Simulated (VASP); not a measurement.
Runs of VASP 6.6.1 on Cs4Sb. The structure is that of space group Im-3m (No. 229), or close to it. The cells are those of the table. 

| task | cell | k mesh | cutoff (eV) | gap on the mesh (eV) | pressure (GPa) |
| --- | --- | --- | --- | --- | --- |
| relaxation of cell and atoms | relaxed from a = 5.888 Å, angles 109.5°, 5 atoms | 4 × 4 × 4 | 600 | none | 0.0 |
| single point | a = 5.888 Å, angles 109.5°, 5 atoms | 4 × 4 × 4 | 520 | none | (a) |
| single point | a = 7.977 Å, angles 109.5°, 5 atoms | 6 × 6 × 6 | 520 | none | 0.0 |
| single point | a = 7.946 Å, angles 109.5°, 5 atoms | 4 × 4 × 4 | 520 | none | 0.1 |

Alike in all rows: level PBE; potentials or basis VASP PAW PBE potentials, release 64 (Cs_sv, Sb); no spin polarisation; smearing gaussian 0.1 eV.

Question: Estimate the missing entries.

Answer: (a) 27.7.

Caveats: spin-orbit coupling is left out, which moves the levels of the heavy elements.

A k mesh can miss the band edges, and the runs leave out spin-orbit coupling on Cs, Sb.

A gap of «none» marks levels without a gap at the run's occupations.
